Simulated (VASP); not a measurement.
# BN (P6_3mc) in VASP: further runs

The runs below take BN through relaxation of the atoms, with PBEsol.

Program: VASP 6.6.1. These are calculated values, not measurements. Logs are shortened: lines on timing, memory, paths and dates and some standing lists are left out, and cuts for length are marked.

## (1) The cell of the first run

Symmetry: P6_3mc, No. 186, hexagonal system. Conventional cell: a = 2.566 Å, b = 2.566 Å, c = 4.200 Å, α = 90.00°, β = 90.00°, γ = 120.00°. Within 2.1 Å of B (site symmetry 3m) lie 4 N at 1.57 to 1.58 Å. N (site symmetry 3m) has 4 B at 1.57 to 1.58 Å within 2.1 Å.

## (2) Relaxation of the atoms, PBEsol (strained cell)

INCAR

```
ALGO     = Normal         # electronic algorithm
EDIFF    = 1E-7           # SCF threshold, eV
EDIFFG   = -0.002         # ionic threshold
ENCUT    = 520            # plane-wave cutoff, eV
GGA      = PS             # functional
IBRION   = 2              # ionic algorithm
ISIF     = 2              # what is computed and relaxed
ISMEAR   = 0              # smearing method
LASPH    = T              # aspherical terms in the spheres
LCHARG   = F              # write CHGCAR
LREAL    = F              # projectors in reciprocal space
LWAVE    = F              # write WAVECAR
NELM     = 100            # most SCF steps
NSW      = 60             # ionic steps
PREC     = Accurate       # precision mode
SIGMA    = 0.02           # smearing width, eV
```

KPOINTS

```
k-points
0
Gamma
  9 9 6
```

POSCAR

```
BN
1.0
    2.5659661661      0.0000000000      0.0000000000
   -1.2829830830      2.2221918851      0.0000000000
    0.0000000000      0.0000000000      4.1997509019
B N
2 2
Direct
    0.3333333333      0.6666666667     -0.0005231144
    0.6666666667      0.3333333333      0.4994768856
    0.3333333333      0.6666666667      0.3745231144
    0.6666666667      0.3333333333      0.8745231144
```

Potentials or basis: VASP PAW PBE potentials, release 64 (B, N).

Started as:

```bash
cat potpaw_PBE.64/B/POTCAR potpaw_PBE.64/N/POTCAR > POTCAR
mpirun -np 1 vasp_std > vasp.out
```

OUTCAR:

```text
EDIFF = 1E-7
   EDIFFG = -0.002
   ENCUT = 520
   GGA = PS
   IBRION = 2
   ISIF = 2
   ISMEAR = 0
   LASPH = T
   LREAL = F
   NELM = 100
   NSW = 60
   PREC = Accurate

 ion  position               nearest neighbor table
   1  0.333  0.667  0.999-   4 1.57   4 1.57   4 1.57   3 1.58
   2  0.667  0.333  0.499-   3 1.57   3 1.57   3 1.57   4 1.58
   3  0.333  0.667  0.375-   2 1.57   2 1.57   2 1.57   1 1.58
   4  0.667  0.333  0.875-   1 1.57   1 1.57   1 1.57   2 1.58

  LATTYP: Found a hexagonal cell.
 ALAT       =     2.5659661661
 C/A-ratio  =     1.6367132807

  Lattice vectors:

 A1 = (   2.5659661661,   0.0000000000,   0.0000000000)
 A2 = (  -1.2829830830,   2.2221918851,   0.0000000000)
 A3 = (   0.0000000000,   0.0000000000,   4.1997509019)

Analysis of symmetry for initial positions (statically):
=====================================================================
 Subroutine PRICEL returns:
 Original cell was already a primitive cell.

 Routine SETGRP: Setting up the symmetry group for a
 hexagonal supercell.

 Subroutine GETGRP returns: Found 12 space group operations
 (whereof  6 operations were pure point group operations)
 out of a pool of 24 trial point group operations.

The static configuration has the point symmetry C_3v.
 The point group associated with its full space group is C_6v.

Analysis of symmetry for dynamics (positions and initial velocities):
=====================================================================
 Subroutine PRICEL returns:
 Original cell was already a primitive cell.

 Routine SETGRP: Setting up the symmetry group for a
 hexagonal supercell.

 Subroutine GETGRP returns: Found 12 space group operations
 (whereof  6 operations were pure point group operations)
 out of a pool of 24 trial point group operations.

The dynamic configuration has the point symmetry C_3v.
 The point group associated with its full space group is C_6v.

 Subroutine INISYM returns: Found 12 space group operations
 (whereof  6 operations are pure point group operations),
 and found     1 'primitive' translations

----------------------------------------------------------------------------------------

                                     Primitive cell

  volume of cell :      23.9473

  direct lattice vectors                    reciprocal lattice vectors
     2.565966166  0.000000000  0.000000000     0.389716752  0.225003072  0.000000000
    -1.282983083  2.222191885  0.000000000     0.000000000  0.450006143  0.000000000
     0.000000000  0.000000000  4.199750902     0.000000000  0.000000000  0.238109360

  length of vectors
[... 111 lines left out ...]
   GGA     = PS    functional components
   LHFCALC =     F    Hartree Fock is set to
   AEXX    =    0.0000 exact exchange contribution
   IVDW    =     0    specifies the selected vdW correction
   LEPSILON=     F    determine dielectric tensor
   LRPA    =     F    only Hartree local field effects (RPA)
 conjugate gradient relaxation of ions
 non-spin polarized calculation
 Gauss-broadening in eV      SIGMA  =   0.02
  energy-cutoff  :      520.00
  volume of cell :       23.95
 maximum number of plane-waves:       652
 NGX is ok and might be reduce to    20
   NGX =  9   NGY =  9   NGZ = 15

--------------------------------------- Ionic step        1  -------------------------------------------

 number of electron      16.0000000 magnetization

 Free energy of the ion-electron system (eV)
  ---------------------------------------------------
  ext. energy  EPLUGINS =         0.00000000
  ---------------------------------------------------
  free energy    TOTEN  =       -36.61306563 eV

  energy without entropy =      -36.61306563  energy(sigma->0) =      -36.61306563

------------------------ aborting loop because EDIFF is reached ----------------------------------------

  FORCE on cell =-STRESS in cart. coord.  units (eV):
  Direction    XX          YY          ZZ          XY          YZ          ZX
  --------------------------------------------------------------------------------------
  -------------------------------------------------------------------------------------
  Total       -1.4356468     -1.4356468      0.0301503     -0.0000000      0.0000000      0.0000000
  in kB      -96.0510654    -96.0510654      2.0171876     -0.0000000      0.0000000      0.0000000
  external PRESSURE =     -63.3616477 kB  Pullay stress =       0.0000000 kB
[... 63 lines left out ...]
--------------------------------------- Ionic step        3  -------------------------------------------

 number of electron      16.0000000 magnetization

 Free energy of the ion-electron system (eV)
  ---------------------------------------------------
  ext. energy  EPLUGINS =         0.00000000
  ---------------------------------------------------
  free energy    TOTEN  =       -36.61310517 eV

  energy without entropy =      -36.61310517  energy(sigma->0) =      -36.61310517

 E-fermi :   7.4691     XC(G=0): -12.9402

 val. band max:        7.3424011071   @ k =   0.0000   0.0000   0.0000
 cond. band min:      12.3728017870   @ k =   0.3333   0.3333   0.0000
 fundamental gap:      5.0304006799
 Fermi energy:         7.4691095562

 k-point     1 :       0.0000    0.0000    0.0000
  band No.  band energies     occupation
      1     -12.9218      2.00000
      2      -8.6871      2.00000
      3      -3.5056      2.00000
      4       5.1593      2.00000
      5       5.1593      2.00000
      6       7.1161      2.00000
      7       7.3424      2.00000
      8       7.3424      2.00000
      9      15.5076      0.00000
     10      15.5076      0.00000
     11      16.1441      0.00000
     12      16.4576      0.00000
[... 331 lines left out ...]
 k-point    24 :       0.3333    0.3333    0.1667
  band No.  band energies     occupation
      1      -7.6326      2.00000
      2      -7.6326      2.00000
      3      -1.7008      2.00000
      4      -0.4235      2.00000
      5      -0.4235      2.00000
      6       1.6054      2.00000
      7       2.7450      2.00000
      8       2.7450      2.00000
      9      13.1255      0.00000
     10      19.2524      0.00000
     11      19.2524      0.00000
     12      20.6305      0.00000

 [... further k-points ...]

------------------------ aborting loop because EDIFF is reached ----------------------------------------

  FORCE on cell =-STRESS in cart. coord.  units (eV):
  Direction    XX          YY          ZZ          XY          YZ          ZX
  --------------------------------------------------------------------------------------
  -------------------------------------------------------------------------------------
  Total       -1.4386625     -1.4386625      0.0344976     -0.0000000      0.0000000      0.0000000
  in kB      -96.2528286    -96.2528286      2.3080439     -0.0000000      0.0000000      0.0000000
  external PRESSURE =     -63.3992044 kB  Pullay stress =       0.0000000 kB
[... 19 lines left out ...]
  FREE ENERGIE OF THE ION-ELECTRON SYSTEM (eV)
  ---------------------------------------------------
  free  energy   TOTEN  =       -36.6131051704 eV

  energy  without entropy=      -36.6131051704  energy(sigma->0) =      -36.61310517

 reached required accuracy - stopping structural energy minimisation
```

OSZICAR:

```text
N       E                     dE             d eps       ncg     rms          rms(c)
DAV:   1     0.483455642088E+02    0.48346E+02   -0.87090E+03  1152   0.129E+03
DAV:   2    -0.359914216102E+02   -0.84337E+02   -0.77863E+02  1668   0.273E+02
DAV:   3    -0.384617559336E+02   -0.24703E+01   -0.24602E+01  1536   0.468E+01
[... 19 lines left out ...]
DAV:   1    -0.366131004035E+02   -0.58696E-04   -0.67422E-03  1332   0.786E-01    0.172E-02
DAV:   2    -0.366131072757E+02   -0.68721E-05   -0.10150E-04  1420   0.982E-02    0.104E-02
DAV:   3    -0.366131052902E+02    0.19855E-05   -0.24067E-06  1484   0.178E-02    0.391E-03
DAV:   4    -0.366131051744E+02    0.11582E-06   -0.12551E-06  1456   0.108E-02    0.107E-03
DAV:   5    -0.366131051704E+02    0.39167E-08   -0.11866E-07   740   0.369E-03
   3 F= -.36613105E+02 E0= -.36613105E+02  d E =-.395385E-04
```

CONTCAR:

```text
BN
   1.00000000000000
     2.5659661660999999    0.0000000000000000    0.0000000000000000
    -1.2829830830000000    2.2221918851000000    0.0000000000000000
     0.0000000000000000    0.0000000000000000    4.1997509018999999
  B               N
     2     2
Direct
     0.3333333332999970    0.6666666667000030    0.9996314060315633
     0.6666666667000030    0.3333333332999970    0.4996314060315633
     0.3333333332999970    0.6666666667000030    0.3743685939684319
     0.6666666667000030    0.3333333332999970    0.8743685939684319

  0.00000000E+00  0.00000000E+00  0.00000000E+00
  0.00000000E+00  0.00000000E+00  0.00000000E+00
  0.00000000E+00  0.00000000E+00  0.00000000E+00
  0.00000000E+00  0.00000000E+00  0.00000000E+00
```

Run time: 41 s. Hardware: 1 thread of Intel Xeon 8259CL, shared host; peak memory 0.14 GiB.

What came out:

- Free energy: -36.6131 eV
- Energy gained by relaxing: 0.0 meV/atom
- Ionic steps: 3
- Pressure after relaxing: -6.3 GPa
- Band gap on the k mesh: 5.03 eV (least direct gap 8.07 eV)

Stress tensor (GPa, compression positive):
```
-9.63  0.00  0.00
 0.00 -9.63  0.00
 0.00  0.00  0.23
```

Final structure:
```
CELL_PARAMETERS angstrom
2.56597 0.00000 0.00000
-1.28298 2.22219 0.00000
0.00000 0.00000 4.19975
ATOMIC_POSITIONS crystal
B 0.33333 0.66667 0.99963
B 0.66667 0.33333 0.49963
N 0.33333 0.66667 0.37437
N 0.66667 0.33333 0.87437
```

Caveat: the cell differs from its parent crystal (strained cell); the PAW data sets were made with another functional, which shifts forces and pressure a little; an odd mesh through Γ misses points on the zone boundary, where band edges can lie.

## (3) Relaxation of the atoms, PBEsol (strained cell)

INCAR

```
SYSTEM = BN
ALGO     = Normal         ! electronic algorithm
EDIFF    = 1E-7           ! SCF threshold, eV
EDIFFG   = -0.002         ! ionic threshold
ENCUT    = 520            ! plane-wave cutoff, eV
GGA      = PS             ! functional
IBRION   = 2              ! ionic algorithm
ISIF     = 2              ! what is computed and relaxed
ISMEAR   = 0              ! smearing method
LASPH    = .TRUE.         ! aspherical terms in the spheres
LCHARG   = .FALSE.        ! write CHGCAR
LREAL    = .FALSE.        ! projectors in reciprocal space
LWAVE    = .FALSE.        ! write WAVECAR
NELM     = 100            ! most SCF steps
NSW      = 60             ! ionic steps
PREC     = Accurate       ! precision mode
SIGMA    = 0.02           ! smearing width, eV
```

KPOINTS

```
k-points
0
G
  9 9 6
  0 0 0
```

POSCAR

```
BN
1.0
    2.5659661661      0.0000000000      0.0000000000
   -1.2829830830      2.2221918851      0.0000000000
    0.0000000000      0.0000000000      4.1976139640
B N
2 2
Direct
    0.3333333333      0.6666666667     -0.0003708269
    0.6666666667      0.3333333333      0.4996291731
    0.3333333333      0.6666666667      0.3743708269
    0.6666666667      0.3333333333      0.8743708269
```

Potentials or basis: VASP PAW PBE potentials, release 64 (B, N).

Started as:

```bash
cat potpaw_PBE.64/B/POTCAR potpaw_PBE.64/N/POTCAR > POTCAR
mpirun -np 1 vasp_std > vasp.out
```

Run time: 22 s. Hardware: 1 thread of Intel Xeon 8259CL, shared host; peak memory 0.13 GiB.

It converged, with:

* Free energy: -36.6130 eV
* Pressure after relaxing: -6.1 GPa
* Band gap on the k mesh: 5.03 eV (least direct gap 8.07 eV)

Stress tensor (GPa, compression positive):
```
-9.60  0.00  0.00
 0.00 -9.60  0.00
 0.00  0.00  0.76
```

Final structure:
```
CELL_PARAMETERS angstrom
2.56597 0.00000 0.00000
-1.28298 2.22219 0.00000
0.00000 0.00000 4.19761
ATOMIC_POSITIONS crystal
B 0.33333 0.66667 0.99963
B 0.66667 0.33333 0.49963
N 0.33333 0.66667 0.37437
N 0.66667 0.33333 0.87437
```

Levels at points of the mesh, in eV from the valence-band top:
```tsv
k point	band 4	band 5	band 6	band 7	band 8	band 9	band 10	band 11	band 12
(0.00, 0.00, 0.00)	-2.19	-2.19	-0.22	0.00	0.00	8.16	8.16	8.82	9.11
(0.00, 0.00, 0.50)	-5.59	-1.21	-1.21	-1.21	-1.21	9.16	9.16	9.73	9.73
```

Caveat: the cell differs from its parent crystal (strained cell); the relaxation stopped at its first step, so nothing moved; the PAW data sets were made with another functional, which shifts forces and pressure a little; an odd mesh through Γ misses points on the zone boundary, where band edges can lie.

## (4) Relaxation of the atoms, PBEsol (strained cell)

INCAR

```
PREC = Accurate ; ENCUT = 520
EDIFF = 1E-6 ; ISMEAR = 0
SIGMA = 0.02 ; LREAL = F
LASPH = T ; NELM = 100
ALGO = Normal ; ISIF = 2
LWAVE = F ; LCHARG = F
GGA = PS ; IBRION = 2
NSW = 60 ; EDIFFG = -0.002
```

KPOINTS

```
Automatic mesh
0
Gamma
  9 9 6
```

Changes to POSCAR since step 3:

```diff
@@ -4,3 +4,3 @@
    -1.2829830830      2.2221918851      0.0000000000
-    0.0000000000      0.0000000000      4.1976139640
+    0.0000000000      0.0000000000      4.1978069383
 B N
```

Started as:

```bash
cat potpaw_PBE.64/B/POTCAR potpaw_PBE.64/N/POTCAR > POTCAR
mpirun -np 1 vasp_std > vasp.out
```

Run time: 19 s. Hardware: 1 thread of Intel Xeon 8259CL, shared host; peak memory 0.14 GiB.

It converged, with:

| Property | Result |
| --- | --- |
| Free energy | -36.6130 eV |
| Pressure after relaxing | -6.2 GPa |
| Band gap on the k mesh | 5.03 eV (least direct gap 8.07 eV) |

Stress tensor (GPa, compression positive):
```
-9.60  0.00  0.00
 0.00 -9.60  0.00
 0.00  0.00  0.71
```

Final structure:
```xyz
4
Lattice="2.5660 0.0000 0.0000 -1.2830 2.2222 0.0000 0.0000 0.0000 4.1978" Properties=species:S:1:pos:R:3 pbc="T T T"
B     0.0000    1.4815    4.1962
B     1.2830    0.7407    2.0973
N     0.0000    1.4815    1.5715
N     1.2830    0.7407    3.6704
```

Levels at points of the mesh, in eV from the valence-band top:
```
           k point  band 4  band 5  band 6  band 7  band 8  band 9  band 10  band 11  band 12
(0.00, 0.00, 0.00)   -2.19   -2.19   -0.22    0.00    0.00    8.16     8.16     8.82     9.11
(0.00, 0.00, 0.50)   -5.59   -1.21   -1.21   -1.21   -1.21    9.16     9.16     9.73     9.73
```

Caveat: the cell differs from its parent crystal (strained cell); the relaxation stopped at its first step, so nothing moved; the PAW data sets were made with another functional, which shifts forces and pressure a little; an odd mesh through Γ misses points on the zone boundary, where band edges can lie.

(Part 1 of 2 ends here.)
